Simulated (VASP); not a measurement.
# Si2Ni (Fm-3m) in VASP: a series of runs, part 2 of 2

VASP 6.6.1.

## 4. Single point, LDA, collinear spin, ferromagnetic start (12.00 Å³/atom)

This run uses another cell than the first one, of 12.00 Å³/atom.

The input, INCAR:

```
ALGO = Normal
EDIFF = 1E-6
ENCUT = 520
ISIF = 2
ISMEAR = 0
ISPIN = 2
LASPH = True
LCHARG = True
LELF = True
LMAXMIX = 4
LORBIT = 11
LREAL = False
LVHAR = True
LWAVE = False
MAGMOM = 0 0 0.25
NBANDS = 20
NELM = 150
NUPDOWN = 0.25
PREC = Accurate
SIGMA = 0.15
```

The input, KPOINTS:

```
k-points
0
Gamma
  14 14 14
```

The input, POSCAR:

```
Si2Ni
1.0
    0.0000000000      2.6208869829      2.6208869829
    2.6208869829      0.0000000000      2.6208869829
    2.6208869829      2.6208869829      0.0000000000
Si Ni
2 1
Direct
    0.2500000000      0.2500000000      0.2500000000
    0.7500000000      0.7500000000      0.7500000000
    0.0000000000      0.0000000000      0.0000000000
```

Potentials or basis: VASP PAW LDA potentials, release 64 (Si, Ni).

Launch:

```bash
$ cat potpaw_LDA.64/Si/POTCAR potpaw_LDA.64/Ni/POTCAR > POTCAR
$ mpirun -np 1 vasp_std > vasp.out
```

OUTCAR:

```text
EDIFF = 1E-6
   ENCUT = 520
   ISIF = 2
   ISMEAR = 0
   ISPIN = 2
   LASPH = True
   LORBIT = 11
   LREAL = False
   NELM = 150
   NUPDOWN = 0.25
   PREC = Accurate

 ion  position               nearest neighbor table
   1  0.250  0.250  0.250-   3 2.27   3 2.27   3 2.27   3 2.27   2 2.62   2 2.62   2 2.62   2 2.62
                             2 2.62   2 2.62
   2  0.750  0.750  0.750-   3 2.27   3 2.27   3 2.27   3 2.27   1 2.62   1 2.62   1 2.62   1 2.62
                             1 2.62   1 2.62
   3  0.000  0.000  0.000-   2 2.27   2 2.27   2 2.27   1 2.27   2 2.27   1 2.27   1 2.27   1 2.27

  LATTYP: Found a face centered cubic cell.
 ALAT       =     5.2417739658

  Lattice vectors:

 A1 = (   0.0000000000,   2.6208869829,   2.6208869829)
 A2 = (   2.6208869829,   0.0000000000,   2.6208869829)
 A3 = (   2.6208869829,   2.6208869829,   0.0000000000)

Analysis of symmetry for initial positions (statically):
=====================================================================
 Subroutine PRICEL returns:
 Original cell was already a primitive cell.
[... 1306 lines left out ...]

  FORCE on cell =-STRESS in cart. coord.  units (eV):
  Direction    XX          YY          ZZ          XY          YZ          ZX
  --------------------------------------------------------------------------------------
  -------------------------------------------------------------------------------------
  Total        2.7340721      2.7340721      2.7340721     -0.0000000     -0.0000000     -0.0000000
  in kB      121.6593979    121.6593979    121.6593979     -0.0000000     -0.0000000     -0.0000000
  external PRESSURE =     121.6593979 kB  Pullay stress =       0.0000000 kB

 VOLUME and BASIS-vectors are now :
 -----------------------------------------------------------------------------
  energy-cutoff  :      520.00
  volume of cell :       36.01
      direct lattice vectors                 reciprocal lattice vectors
     0.000000000  2.620886983  2.620886983    -0.190775109  0.190775109  0.190775109
     2.620886983  0.000000000  2.620886983     0.190775109 -0.190775109  0.190775109
     2.620886983  2.620886983  0.000000000     0.190775109  0.190775109 -0.190775109

 POSITION                                       TOTAL-FORCE (eV/Angst)
 -----------------------------------------------------------------------------------
      1.31044      1.31044      1.31044        -0.000000     -0.000000     -0.000000
      3.93133      3.93133      3.93133         0.000000      0.000000      0.000000
      0.00000      0.00000      0.00000         0.000000      0.000000      0.000000
 -----------------------------------------------------------------------------------
    total drift:                               -0.000000     -0.000000      0.000000

  FREE ENERGIE OF THE ION-ELECTRON SYSTEM (eV)
  ---------------------------------------------------
  free  energy   TOTEN  =       -19.7895853486 eV

  energy  without entropy=      -19.7815291552  energy(sigma->0) =      -19.78555725

 total charge

# of ion       s       p       d       tot
------------------------------------------
    1        0.736   0.918   0.000   1.654
    2        0.736   0.918   0.000   1.654
    3        0.615   0.942   8.529  10.086
--------------------------------------------------
tot          2.087   2.777   8.529  13.393

 magnetization (x)

# of ion       s       p       d       tot
------------------------------------------
    1        0.023   0.010   0.000   0.033
    2        0.023   0.010   0.000   0.033
    3        0.001   0.012   0.116   0.129
--------------------------------------------------
tot          0.046   0.033   0.116   0.195
```

OSZICAR:

```text
N       E                     dE             d eps       ncg     rms          rms(c)
DAV:   1     0.745889455383E+02    0.74589E+02   -0.71607E+03  8416   0.913E+02
DAV:   2    -0.166023781712E+02   -0.91191E+02   -0.81539E+02  8756   0.206E+02
DAV:   3    -0.218170841651E+02   -0.52147E+01   -0.50891E+01  9996   0.509E+01
DAV:   4    -0.218995773057E+02   -0.82493E-01   -0.82338E-01  9768   0.583E+00
DAV:   5    -0.219013080983E+02   -0.17308E-02   -0.17306E-02  9980   0.915E-01    0.171E+01
DAV:   6    -0.251023212983E+02   -0.32010E+01   -0.26124E+01  9352   0.114E+02    0.213E+01
DAV:   7    -0.198903398043E+02    0.52120E+01   -0.79203E+00 10432   0.724E+01    0.341E+00
DAV:   8    -0.198483865283E+02    0.41953E-01   -0.73524E-01 11320   0.114E+01    0.270E+00
DAV:   9    -0.197901175359E+02    0.58269E-01   -0.16057E-01 10228   0.728E+00    0.512E-01
DAV:  10    -0.197897109230E+02    0.40661E-03   -0.62378E-03 11792   0.103E+00    0.258E-01
DAV:  11    -0.197896112525E+02    0.99670E-04   -0.39020E-04 11900   0.202E-01    0.106E-01
DAV:  12    -0.197895870063E+02    0.24246E-04   -0.44259E-05 11944   0.113E-01    0.295E-02
DAV:  13    -0.197895859525E+02    0.10538E-05   -0.31093E-06  9624   0.263E-02    0.112E-02
DAV:  14    -0.197895853486E+02    0.60394E-06   -0.89456E-07  5640   0.218E-02
   1 F= -.19789585E+02 E0= -.19785557E+02  d E =-.805619E-02  mag=     0.2500
```

stdout:

```text
POSCAR found type information on POSCAR SiNi
 POSCAR found :  2 types and       3 ions
 scaLAPACK will be used
 LDA part: xc-table for (Slater(with rela. corr.)+CA(PZ))
 , standard interpolation
 POSCAR, INCAR and KPOINTS ok, starting setup
 FFT: planning ... GRIDC
 FFT: planning ... GRID_SOFT
 FFT: planning ... GRID
 WAVECAR not read
 entering main loop
```

Wall time 57 s (1 thread of Intel Xeon 6975P-C (Granite Rapids), shared host); peak memory 0.22 GiB.

Results:

| Item | Value |
| --- | --- |
| Free energy | -19.7896 eV |
| Pressure | 12.2 GPa |
| Net moment | 0.25 μB per cell |
| Site moments | Si +0.03; Ni +0.13 μB |
| Valence electrons inside the program's atomic spheres | Si 1.65; Ni 10.09 |

Caveat: the cell stands under pressure; the total moment is fixed, so each spin has its own Fermi level.

## 5. Single point, LDA, collinear spin, ferromagnetic start (12.00 Å³/atom)

This run uses another cell than the first one, of 12.00 Å³/atom.

The input, INCAR:

```
SYSTEM = Si2Ni
PREC     = Accurate       ! precision mode
ENCUT    = 520            ! plane-wave cutoff, eV
EDIFF    = 1E-7           ! SCF threshold, eV
ISMEAR   = 0              ! smearing method
SIGMA    = 0.15           ! smearing width, eV
LREAL    = .False.        ! projectors in reciprocal space
LASPH    = .True.         ! aspherical terms in the spheres
NELM     = 150            ! most SCF steps
ALGO     = Normal         ! electronic algorithm
ISIF     = 2              ! what is computed and relaxed
LWAVE    = .False.        ! write WAVECAR
LCHARG   = .False.        ! write CHGCAR
ISPIN    = 2              ! spin polarisation
MAGMOM   = 0 0 1          ! initial moments
LORBIT   = 11             ! projections on sites
NUPDOWN  = 1.0            ! fixed moment
LMAXMIX  = 4              ! l up to which the mixer works
NBANDS   = 20             ! bands
```

The input, KPOINTS:

```
regular mesh
0
Gamma
  14 14 14
  0 0 0
```

POSCAR is that of step 4.

Potentials or basis: VASP PAW LDA potentials, release 64 (Si, Ni).

Launch:

```bash
$ cat potpaw_LDA.64/Si/POTCAR potpaw_LDA.64/Ni/POTCAR > POTCAR
$ mpirun -np 1 vasp_std > vasp.out
```

OUTCAR:

```text
SYSTEM = Si2Ni
   PREC = Accurate
   ENCUT = 520
   EDIFF = 1E-7
   ISMEAR = 0
   LREAL = .False.
   LASPH = .True.
   NELM = 150
   ISIF = 2
   ISPIN = 2
   LORBIT = 11
   NUPDOWN = 1.0

 ion  position               nearest neighbor table
   1  0.250  0.250  0.250-   3 2.27   3 2.27   3 2.27   3 2.27   2 2.62   2 2.62   2 2.62   2 2.62
                             2 2.62   2 2.62
   2  0.750  0.750  0.750-   3 2.27   3 2.27   3 2.27   3 2.27   1 2.62   1 2.62   1 2.62   1 2.62
                             1 2.62   1 2.62
   3  0.000  0.000  0.000-   2 2.27   2 2.27   2 2.27   1 2.27   2 2.27   1 2.27   1 2.27   1 2.27

[... 1330 lines left out ...]
  energy-cutoff  :      520.00
  volume of cell :       36.01
      direct lattice vectors                 reciprocal lattice vectors
     0.000000000  2.620886983  2.620886983    -0.190775109  0.190775109  0.190775109
     2.620886983  0.000000000  2.620886983     0.190775109 -0.190775109  0.190775109
     2.620886983  2.620886983  0.000000000     0.190775109  0.190775109 -0.190775109

 POSITION                                       TOTAL-FORCE (eV/Angst)
 -----------------------------------------------------------------------------------
      1.31044      1.31044      1.31044        -0.000000     -0.000000     -0.000000
      3.93133      3.93133      3.93133         0.000000      0.000000      0.000000
      0.00000      0.00000      0.00000         0.000000      0.000000     -0.000000
 -----------------------------------------------------------------------------------
    total drift:                               -0.000000     -0.000000      0.000000

  FREE ENERGIE OF THE ION-ELECTRON SYSTEM (eV)
  ---------------------------------------------------
  free  energy   TOTEN  =       -19.2031625766 eV

  energy  without entropy=      -19.1905103792  energy(sigma->0) =      -19.19683648

 total charge

# of ion       s       p       d       tot
------------------------------------------
    1        0.760   0.904   0.000   1.664
    2        0.760   0.904   0.000   1.664
    3        0.617   0.897   8.552  10.067
--------------------------------------------------
tot          2.138   2.706   8.552  13.396

 magnetization (x)

# of ion       s       p       d       tot
------------------------------------------
    1        0.061   0.067   0.000   0.127
    2        0.061   0.067   0.000   0.127
    3        0.008   0.084   0.356   0.449
--------------------------------------------------
tot          0.130   0.218   0.356   0.704
```

OSZICAR:

```text
N       E                     dE             d eps       ncg     rms          rms(c)
DAV:   1     0.749519037885E+02    0.74952E+02   -0.71628E+03  8416   0.914E+02
DAV:   2    -0.158806939595E+02   -0.90833E+02   -0.81514E+02  8756   0.206E+02
DAV:   3    -0.211192514851E+02   -0.52386E+01   -0.50944E+01  9992   0.509E+01
DAV:   4    -0.212022028023E+02   -0.82951E-01   -0.82785E-01  9768   0.584E+00
DAV:   5    -0.212039426434E+02   -0.17398E-02   -0.17396E-02 10000   0.916E-01    0.175E+01
DAV:   6    -0.244349405145E+02   -0.32310E+01   -0.27460E+01  9344   0.113E+02    0.220E+01
DAV:   7    -0.193020597247E+02    0.51329E+01   -0.82103E+00 10468   0.720E+01    0.377E+00
DAV:   8    -0.192588612447E+02    0.43198E-01   -0.79717E-01 11248   0.123E+01    0.285E+00
DAV:   9    -0.192035939589E+02    0.55267E-01   -0.13654E-01 10888   0.622E+00    0.771E-01
DAV:  10    -0.192034120801E+02    0.18188E-03   -0.51058E-03 12172   0.614E-01    0.302E-01
DAV:  11    -0.192032389468E+02    0.17313E-03   -0.99548E-04 10448   0.564E-01    0.119E-01
DAV:  12    -0.192031630356E+02    0.75911E-04   -0.13058E-04 11540   0.237E-01    0.231E-02
DAV:  13    -0.192031635440E+02   -0.50835E-06   -0.11708E-05  9976   0.244E-02    0.139E-02
DAV:  14    -0.192031625894E+02    0.95452E-06   -0.12979E-06 12296   0.168E-02    0.448E-03
DAV:  15    -0.192031625766E+02    0.12874E-07   -0.61299E-07 12632   0.111E-02
   1 F= -.19203163E+02 E0= -.19196836E+02  d E =-.126522E-01  mag=     1.0000
```

Wall time 68 s (1 thread of Intel Xeon 6975P-C (Granite Rapids), shared host); peak memory 0.22 GiB.

Results:

* Free energy: -19.2032 eV
* Pressure: 17.0 GPa
* Net moment: 1.00 μB per cell
* Site moments: Si +0.13; Ni +0.45 μB
* Valence electrons inside the program's atomic spheres: Si 1.66; Ni 10.07

Caveat: the cell stands under pressure; the total moment is fixed, so each spin has its own Fermi level.

## 6. Single point, LDA, collinear spin, ferromagnetic start (12.00 Å³/atom)

This run uses another cell than the first one, of 12.00 Å³/atom.

The input, INCAR:

```
ALGO = Normal ; EDIFF = 1E-6
ENCUT = 520 ; ISIF = 2
ISMEAR = 0 ; ISPIN = 2
LASPH = True ; LCHARG = False
LMAXMIX = 4 ; LORBIT = 11
LREAL = False ; LWAVE = False
MAGMOM = 0 0 0.75 ; NBANDS = 20
NELM = 150 ; NUPDOWN = 0.75
PREC = Accurate ; SIGMA = 0.15
```

The input, KPOINTS:

```
k-points
0
Gamma
  14 14 14
```

POSCAR is that of step 5.

Potentials or basis: VASP PAW LDA potentials, release 64 (Si, Ni).

Launch:

```bash
$ cat potpaw_LDA.64/Si/POTCAR potpaw_LDA.64/Ni/POTCAR > POTCAR
$ mpirun -np 1 vasp_std > vasp.out
```

Run time: 58 s. Hardware: 1 thread of Intel Xeon 6975P-C (Granite Rapids), shared host; peak memory 0.22 GiB.

Results (log left out):

| Quantity | Value |
| --- | --- |
| Free energy | -19.4701 eV |
| Pressure | 15.4 GPa |
| Net moment | 0.75 μB per cell |
| Site moments | Si +0.10; Ni +0.35 μB |
| Valence electrons inside the program's atomic spheres | Si 1.66; Ni 10.08 |

Caveat: the cell stands under pressure; the total moment is fixed, so each spin has its own Fermi level.

## 7. The runs side by side

| spin | fixed moment (μB) | cell | pressure (GPa) | moment (μB) |
| --- | --- | --- | --- | --- |
| collinear | 0.125 | a = 3.626 Å, angles 60.0°, 3 atoms | 29.1 | 0.12 |
| collinear, ferromagnetic start | 0.625 | a = 3.626 Å, angles 60.0°, 3 atoms | 31.9 | 0.62 |
| collinear, ferromagnetic start | 0.25 | a = 3.706 Å, angles 60.0°, 3 atoms | 12.2 | 0.25 |
| collinear, ferromagnetic start | 1.0 | a = 3.706 Å, angles 60.0°, 3 atoms | 17.0 | 1.00 |
| collinear, ferromagnetic start | 0.75 | a = 3.706 Å, angles 60.0°, 3 atoms | 15.4 | 0.75 |

Alike in all rows: task single point; level LDA; potentials or basis VASP PAW LDA potentials, release 64 (Si, Ni); k mesh 14 × 14 × 14; cutoff (eV) 520; smearing gaussian 0.15 eV.

Caveats: the cell stands under pressure; the total moment is fixed, so each spin has its own Fermi level.

Total energies depend on the potentials used, so only differences within one code and one set of settings carry meaning.
